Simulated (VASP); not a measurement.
# Hf (Pm-3m) in VASP: further runs

The runs below take Hf through relaxation of cell and atoms, with PBEsol+D4.

Everything below comes from runs of VASP 6.6.1. Logs are shortened: lines on timing, memory, paths and dates and some standing lists are left out, and cuts for length are marked.

## 1. The cell of the first run

The structure is cubic, space group Pm-3m (No. 221). Conventional cell: a = 2.866 Å, b = 2.866 Å, c = 2.866 Å, α = 90.00°, β = 90.00°, γ = 90.00°. Within 3.8 Å of Hf (site symmetry m-3m) lie 6 Hf at 2.87 Å.

## 2. Relaxation of cell and atoms, PBEsol+D4

Contents of INCAR:

```
ALGO = Normal ; EDIFF = 1E-7
EDIFFG = -0.03 ; ENCUT = 600
GGA = PS ; IBRION = 2
ISIF = 3 ; ISMEAR = -1
IVDW = 13 ; LASPH = True
LCHARG = False ; LREAL = False
LWAVE = False ; NELM = 60
NSW = 80 ; PREC = Accurate
SIGMA = 0.1
```

Contents of KPOINTS:

```
k-points
0
Gamma
  9 9 9
```

Contents of POSCAR:

```
Hf
1.0
    2.8658202076      0.0000000000      0.0000000000
    0.0000000000      2.8658202076      0.0000000000
    0.0000000000      0.0000000000      2.8658202076
Hf
1
Direct
    0.0000000000      0.0000000000      0.0000000000
```

Potentials or basis: VASP PAW PBE potentials, release 64 (Hf_pv).

Run with:

```console
> cat potpaw_PBE.64/Hf_pv/POTCAR > POTCAR
> mpirun -np 1 vasp_std > vasp.out
```

OUTCAR:

```text
EDIFF = 1E-7
   EDIFFG = -0.03
   ENCUT = 600
   GGA = PS
   IBRION = 2
   ISIF = 3
   ISMEAR = -1
   IVDW = 13
   LASPH = True
   LREAL = False
   NELM = 60
   NSW = 80
   PREC = Accurate

 ion  position               nearest neighbor table
   1  0.000  0.000  0.000-

  LATTYP: Found a simple cubic cell.
 ALAT       =     2.8658202076

  Lattice vectors:

 A1 = (   2.8658202076,   0.0000000000,   0.0000000000)
 A2 = (   0.0000000000,   2.8658202076,   0.0000000000)
 A3 = (   0.0000000000,   0.0000000000,   2.8658202076)

Analysis of symmetry for initial positions (statically):
=====================================================================
 Subroutine PRICEL returns:
 Original cell was already a primitive cell.

 Routine SETGRP: Setting up the symmetry group for a
 simple cubic supercell.

 Subroutine GETGRP returns: Found 48 space group operations
 (whereof 48 operations were pure point group operations)
 out of a pool of 48 trial point group operations.

The static configuration has the point symmetry O_h .

Analysis of symmetry for dynamics (positions and initial velocities):
=====================================================================
 Subroutine PRICEL returns:
 Original cell was already a primitive cell.

 Routine SETGRP: Setting up the symmetry group for a
 simple cubic supercell.

 Subroutine GETGRP returns: Found 48 space group operations
 (whereof 48 operations were pure point group operations)
 out of a pool of 48 trial point group operations.

The dynamic configuration has the point symmetry O_h .

 Subroutine INISYM returns: Found 48 space group operations
 (whereof 48 operations are pure point group operations),
 and found     1 'primitive' translations

----------------------------------------------------------------------------------------

                                     Primitive cell

  volume of cell :      23.5368

  direct lattice vectors                    reciprocal lattice vectors
     2.865820208  0.000000000  0.000000000     0.348940243  0.000000000  0.000000000
     0.000000000  2.865820208  0.000000000     0.000000000  0.348940243  0.000000000
     0.000000000  0.000000000  2.865820208     0.000000000  0.000000000  0.348940243

  length of vectors
     2.865820208  2.865820208  2.865820208     0.348940243  0.348940243  0.348940243

  position of ions in fractional coordinates (direct lattice)
     0.000000000  0.000000000  0.000000000

  ion indices of the primitive-cell ions
   primitive index   ion index
                 1           1

----------------------------------------------------------------------------------------

 KPOINTS: k-points

Automatic generation of k-mesh.
 Grid dimensions read from file:
 generate k-points for:    9    9    9

 Generating k-lattice:

  Cartesian coordinates                     Fractional coordinates (reciprocal lattice)
     0.038771138  0.000000000  0.000000000     0.111111111  0.000000000  0.000000000
     0.000000000  0.038771138  0.000000000     0.000000000  0.111111111  0.000000000
     0.000000000  0.000000000  0.038771138     0.000000000  0.000000000  0.111111111

  Length of vectors
     0.038771138  0.038771138  0.038771138

  Shift w.r.t. Gamma in fractional coordinates (k-lattice)
     0.000000000  0.000000000  0.000000000

 Subroutine IBZKPT returns following result:
 ===========================================

 Found     35 irreducible k-points:

 Following reciprocal coordinates:
            Coordinates               Weight
  0.000000  0.000000  0.000000      1.000000
  0.111111  0.000000  0.000000      6.000000
  0.222222  0.000000  0.000000      6.000000
  0.333333  0.000000  0.000000      6.000000
  0.444444  0.000000  0.000000      6.000000
  0.111111  0.111111  0.000000     12.000000
[... 16 lines left out ...]
  0.333333  0.333333  0.111111     24.000000
  0.444444  0.333333  0.111111     48.000000
 [... further k-points ...]
   k-points           NKPTS =     35   k-points in BZ     NKDIM =     35   number of bands    NBANDS=      9
   number of dos      NEDOS =    301   number of ions     NIONS =      1
   total plane-waves  NPLWV =  13824
   dimension x,y,z NGX =    24 NGY =   24 NGZ =   24
   dimension x,y,z NGXF=    48 NGYF=   48 NGZF=   48
   ions per type =               1
   NGX,Y,Z   is equivalent  to a cutoff of  13.92, 13.92, 13.92 a.u.
   NGXF,Y,Z  is equivalent  to a cutoff of  27.84, 27.84, 27.84 a.u.
 SYSTEM =  unknown system
   PREC   = accura    normal or accurate (medium, high low for compatibility)
   ISTART =      0    job   : 0-new  1-cont  2-samecut
   ICHARG =      2    charge: 1-file 2-atom 10-const
   ISPIN  =      1    spin polarized calculation?
   LNONCOLLINEAR =      F non collinear calculations
   LSORBIT =      F    spin-orbit coupling
   LASPH  =      T    aspherical Exc in radial PAW
   ENCUT  =  600.0 eV  44.10 Ry    6.64 a.u.   5.72  5.72  5.72*2*pi/ulx,y,z
   NELM   =     60;   NELMIN=  2; NELMDL= -5     # of ELM steps
   EDIFF  = 0.1E-06   stopping-criterion for ELM
   LREAL  =      F    real-space projection
   EDIFFG = -.3E-01   stopping-criterion for IOM
   NSW    =     80    number of steps for IOM
   IBRION =      2    ionic relax: 0-MD 1-quasi-New 2-CG
   NFREE  =      1    steps in history (QN), initial steepest desc. (CG)
   ISIF   =      3    stress and relaxation
   ISYM   =      2    0-nonsym 1-usesym 2-fastsym
   POTIM  = 0.5000    time-step for ionic-motion
   TEBEG  =    0.0;   TEEND  =   0.0 temperature during run
   PSTRESS=    0.0 pullay stress
   NELECT =      10.0000    total number of electrons
   NUPDOWN=      -1.0000    fix difference up-down
   EMIN   =  10.00;   EMAX   =-10.00  energy-range for DOS
   EFERMI =   0.00;   METHOD = LEGACY
   ISMEAR =    -1;   SIGMA  =   0.10  broadening in eV -4-tet -1-fermi 0-gaus
   EFERMI_NEDOS =   21; number of points for ismear=-14 and -15
   IALGO  =     38    algorithm
   IMIX   =      4    mixing-type and parameters
     AMIX     =   0.40;   BMIX     =  1.00
     AMIX_MAG =   1.60;   BMIX_MAG =  1.00
  volume/ion in A,a.u.               =      23.54       158.83
  Fermi-wavevector in a.u.,A,eV,Ry     =   1.230720  2.325723 20.608357  1.514671
  Thomas-Fermi vector in A             =   2.365557
   LORBIT       =      0    0 simple, 1 ext, 2 COOP (PROOUT), +10 PAW based schemes
   GGA     = PS    functional components
   LHFCALC =     F    Hartree Fock is set to
   AEXX    =    0.0000 exact exchange contribution
   IVDW    =    13    specifies the selected vdW correction
   LEPSILON=     F    determine dielectric tensor
   LRPA    =     F    only Hartree local field effects (RPA)
 conjugate gradient relaxation of ions
 non-spin polarized calculation
  energy-cutoff  :      600.00
  volume of cell :       23.54
 maximum number of plane-waves:       808
 NGX is ok and might be reduce to    24
   NGX = 11   NGY = 11   NGZ = 11

--------------------------------------- Ionic step        1  -------------------------------------------

 number of electron      10.0000000 magnetization

 number of electron       9.9999998 magnetization

 Free energy of the ion-electron system (eV)
  ---------------------------------------------------
  ext. energy  EPLUGINS =         0.00000000
  ---------------------------------------------------
  free energy    TOTEN  =        -9.45456605 eV

  energy without entropy =       -9.40343712  energy(sigma->0) =       -9.42900159

------------------------ aborting loop because EDIFF is reached ----------------------------------------

  DFT-D4 for vdW energy calculation

  Edisp (eV):   -0.11640

  FORCE on cell =-STRESS in cart. coord.  units (eV):
  Direction    XX          YY          ZZ          XY          YZ          ZX
  --------------------------------------------------------------------------------------
  -------------------------------------------------------------------------------------
  Total      -0.14733    -0.14733    -0.14733     0.00000     0.00000     0.00000
  in kB     -10.02910   -10.02910   -10.02910     0.00000     0.00000     0.00000
  external pressure =      -10.03 kB  Pullay stress =        0.00 kB
[... 59 lines left out ...]
  energy  without entropy=       -9.5214811834  energy(sigma->0) =       -9.54645452

--------------------------------------- Ionic step        3  -------------------------------------------

 number of electron       9.9999998 magnetization

 Free energy of the ion-electron system (eV)
  ---------------------------------------------------
  ext. energy  EPLUGINS =         0.00000000
  ---------------------------------------------------
  free energy    TOTEN  =        -9.45404634 eV

  energy without entropy =       -9.40359032  energy(sigma->0) =       -9.42881833

 E-fermi :   4.0103     XC(G=0): -11.1218

 val. band max:        3.9617503463   @ k =   0.4444   0.4444   0.1111
 cond. band min:       4.0467751574   @ k =   0.4444   0.1111   0.1111
 fundamental gap:      0.0850248111
 Fermi energy:         4.0103095661

 k-point     1 :       0.0000    0.0000    0.0000
  band No.  band energies     occupation
      1     -25.6531      2.00000
      2     -25.6531      2.00000
      3     -25.6531      2.00000
      4      -2.6213      2.00000
      5       2.4974      2.00000
      6       2.4974      2.00000
      7      10.9767      0.00000
      8      10.9767      0.00000
      9      10.9767      0.00000
[... 265 lines left out ...]
 k-point    24 :       0.4444    0.3333    0.1111
  band No.  band energies     occupation
      1     -26.6104      2.00000
      2     -26.3546      2.00000
      3     -25.6104      2.00000
      4       1.6826      2.00000
      5       3.4716      1.99089
      6       6.1895      0.00000
      7       6.4793      0.00000
      8       8.6044      0.00000
      9       9.8514      0.00000

 [... further k-points ...]

------------------------ aborting loop because EDIFF is reached ----------------------------------------

  DFT-D4 for vdW energy calculation

  Edisp (eV):   -0.11785

  FORCE on cell =-STRESS in cart. coord.  units (eV):
  Direction    XX          YY          ZZ          XY          YZ          ZX
  --------------------------------------------------------------------------------------
  -------------------------------------------------------------------------------------
  Total      -0.00024    -0.00024    -0.00024     0.00000    -0.00000     0.00000
  in kB      -0.01634    -0.01634    -0.01634     0.00000    -0.00000     0.00000
  external pressure =       -0.02 kB  Pullay stress =        0.00 kB
[... 16 lines left out ...]
  FREE ENERGIE OF THE ION-ELECTRON SYSTEM (eV)
  ---------------------------------------------------
  free  energy   TOTEN  =        -9.5718940152 eV

  energy  without entropy=       -9.5214379894  energy(sigma->0) =       -9.54666600

 reached required accuracy - stopping structural energy minimisation
```

Wall time 6.5 s (1 thread of Intel Xeon 6975P-C (Granite Rapids), shared host); peak memory 0.15 GiB.

What came out:

```
Free energy                            : -9.5719 eV
Relaxed volume                         : 23.24 Å³/atom
Relaxed cell                           : a = 2.854 Å, b = 2.854 Å, c = 2.854 Å, α = 90.00°, β = 90.00°, γ = 90.00°
Space group after relaxing (to 0.05 Å) : Pm-3m (No. 221)
Energy gained by relaxing              : 0.9 meV/atom
Ionic steps                            : 3
Pressure after relaxing                : 0.0 GPa
Band gap on the k mesh                 : zero (band 5 reaches 4.77 eV, above the bottom of band 6 at 2.50 eV)
Dispersion energy per atom             : -0.118 eV
```

The path:
| step | energy change (eV) | largest force (eV/Å) | pressure (GPa) | volume (Å³) |
| --- | --- | --- | --- | --- |
| 1 | 0.0000 | 0.0000 | -1.00 | 23.54 |
| 2 | -0.0005 | 0.0000 | 0.74 | 23.04 |
| 3 | -0.0009 | 0.0000 | 0.00 | 23.24 |

Final structure:
```
Hf
1.0
     2.85388    0.00000    0.00000
     0.00000    2.85388    0.00000
     0.00000    0.00000    2.85388
Hf
1
Cartesian
  0.0000 0.0000 0.0000
```

Levels at points of the mesh, in eV from the Fermi level:
```tsv
k point	band 2	band 3	band 4	band 5	band 6	band 7	band 8	band 9
(0.00, 0.00, 0.00)	-29.66	-29.66	-6.63	-1.51	-1.51	6.97	6.97	6.97
```

Caveat: the PAW data sets were made with another functional, which shifts forces and pressure a little; spin-orbit coupling is left out, which moves the levels of the heavy elements; pairwise dispersion overbinds metals, which lowers pressure and volume.

## 3. Relaxation of cell and atoms, PBEsol+D4

This run uses another cell than the first one, of 24.64 Å³/atom, 1.047 times its volume.

Contents of INCAR:

```
PREC = Accurate
ENCUT = 600
EDIFF = 1E-6
ISMEAR = -1
SIGMA = 0.1
LREAL = False
LASPH = True
NELM = 80
ALGO = Normal
ISIF = 3
LWAVE = False
LCHARG = False
GGA = PS
IVDW = 13
IBRION = 2
NSW = 80
EDIFFG = -0.03
```

Contents of KPOINTS:

```
Automatic mesh
0
Gamma
  8 8 8
```

Contents of POSCAR:

```
Hf
1.0
    2.9100000000      0.0000000000      0.0000000000
    0.0000000000      2.9100000000      0.0000000000
    0.0000000000      0.0000000000      2.9100000000
Hf
1
Direct
    0.0000000000      0.0000000000      0.0000000000
```

Potentials or basis: VASP PAW PBE potentials, release 64 (Hf_pv).

Run with:

```console
> cat potpaw_PBE.64/Hf_pv/POTCAR > POTCAR
> mpirun -np 1 vasp_std > vasp.out
```

OUTCAR:

```text
PREC = Accurate
   ENCUT = 600
   EDIFF = 1E-6
   ISMEAR = -1
   LREAL = False
   LASPH = True
   NELM = 80
   ISIF = 3
   GGA = PS
   IVDW = 13
   IBRION = 2
   NSW = 80
   EDIFFG = -0.03

 ion  position               nearest neighbor table
   1  0.000  0.000  0.000-

  LATTYP: Found a simple cubic cell.
 ALAT       =     2.9100000000

  Lattice vectors:

 A1 = (   2.9100000000,   0.0000000000,   0.0000000000)
 A2 = (   0.0000000000,   2.9100000000,   0.0000000000)
 A3 = (   0.0000000000,   0.0000000000,   2.9100000000)

Analysis of symmetry for initial positions (statically):
=====================================================================
 Subroutine PRICEL returns:
 Original cell was already a primitive cell.

 Routine SETGRP: Setting up the symmetry group for a
 simple cubic supercell.

 Subroutine GETGRP returns: Found 48 space group operations
 (whereof 48 operations were pure point group operations)
 out of a pool of 48 trial point group operations.

The static configuration has the point symmetry O_h .

Analysis of symmetry for dynamics (positions and initial velocities):
=====================================================================
 Subroutine PRICEL returns:
 Original cell was already a primitive cell.

[... 145 lines left out ...]

 number of electron      10.0000004 magnetization

 Free energy of the ion-electron system (eV)
  ---------------------------------------------------
  ext. energy  EPLUGINS =         0.00000000
  ---------------------------------------------------
  free energy    TOTEN  =        -9.42135558 eV

  energy without entropy =       -9.35367444  energy(sigma->0) =       -9.38751501

------------------------ aborting loop because EDIFF is reached ----------------------------------------

  DFT-D4 for vdW energy calculation

  Edisp (eV):   -0.11126
[... 69 lines left out ...]
--------------------------------------- Ionic step        3  -------------------------------------------

 number of electron       9.9999998 magnetization

 Free energy of the ion-electron system (eV)
  ---------------------------------------------------
  ext. energy  EPLUGINS =         0.00000000
  ---------------------------------------------------
  free energy    TOTEN  =        -9.42983648 eV

  energy without entropy =       -9.36190250  energy(sigma->0) =       -9.39586949

 E-fermi :   3.9891     XC(G=0): -11.0788

 val. band max:        3.9878601208   @ k =   0.3750   0.1250   0.1250
 cond. band min:       4.0066584152   @ k =   0.5000   0.0000   0.0000
 fundamental gap:      0.0187982944
 Fermi energy:         3.9891067125

 k-point     1 :       0.0000    0.0000    0.0000
  band No.  band energies     occupation
      1     -25.7358      2.00000
      2     -25.7358      2.00000
      3     -25.7358      2.00000
      4      -2.6540      2.00000
      5       2.4662      2.00000
      6       2.4662      2.00000
      7      10.8529      0.00000
      8      10.8529      0.00000
      9      10.8529      0.00000
[... 265 lines left out ...]
 k-point    24 :       0.5000    0.3750    0.1250
  band No.  band energies     occupation
      1     -26.6766      2.00000
      2     -26.5124      2.00000
      3     -25.7120      2.00000
      4       1.4353      2.00000
      5       3.8294      1.66312
      6       5.8997      0.00000
      7       6.3377      0.00000
      8       9.0833      0.00000
      9      10.4726      0.00000

 [... further k-points ...]

------------------------ aborting loop because EDIFF is reached ----------------------------------------

  DFT-D4 for vdW energy calculation

  Edisp (eV):   -0.11677
[... 24 lines left out ...]
  FREE ENERGIE OF THE ION-ELECTRON SYSTEM (eV)
  ---------------------------------------------------
  free  energy   TOTEN  =        -9.5466065019 eV

  energy  without entropy=       -9.4786725189  energy(sigma->0) =       -9.51263951

 reached required accuracy - stopping structural energy minimisation
```

CONTCAR:

```text
Hf
   1.00000000000000
     2.8627856553081212    0.0000000000000000    0.0000000000000000
     0.0000000000000000    2.8627856553081212    0.0000000000000000
     0.0000000000000000    0.0000000000000000    2.8627856553081212
  Hf
     1
Direct
     0.0000000000000000    0.0000000000000000    0.0000000000000000

  0.00000000E+00  0.00000000E+00  0.00000000E+00
```

Wall time 6.9 s (1 thread of Intel Xeon 6975P-C (Granite Rapids), shared host); peak memory 0.15 GiB.

Results:

- Free energy: -9.5466 eV
- Relaxed volume: 23.46 Å³/atom
- Relaxed cell: a = 2.863 Å, b = 2.863 Å, c = 2.863 Å, α = 90.00°, β = 90.00°, γ = 90.00°
- Space group after relaxing (to 0.05 Å): Pm-3m (No. 221)
- Energy gained by relaxing: 14.0 meV/atom
- Ionic steps: 3
- Pressure after relaxing: 0.0 GPa
- Band gap on the k mesh: zero (band 5 reaches 4.95 eV, above the bottom of band 6 at 2.47 eV)
- Dispersion energy per atom: -0.117 eV

Step by step:
```csv
step,energy change (eV),largest force (eV/Å),pressure (GPa),volume (Å³)
1,0.0000,0.0000,-3.66,24.64
2,-0.0073,0.0000,2.85,22.69
3,-0.0140,0.0000,-0.01,23.46
```

Final structure:
```cif
data_structure
_symmetry_space_group_name_H-M 'P 1'
_symmetry_Int_Tables_number 1
_cell_length_a 2.8628
_cell_length_b 2.8628
_cell_length_c 2.8628
_cell_angle_alpha 90.000
_cell_angle_beta 90.000
_cell_angle_gamma 90.000
_cell_volume 23.46
loop_
_atom_site_label
_atom_site_type_symbol
_atom_site_fract_x
_atom_site_fract_y
_atom_site_fract_z
_atom_site_occupancy
Hf1 Hf 0.00000 0.00000 0.00000 1
```

Caveat: the PAW data sets were made with another functional, which shifts forces and pressure a little; spin-orbit coupling is left out, which moves the levels of the heavy elements; pairwise dispersion overbinds metals, which lowers pressure and volume.
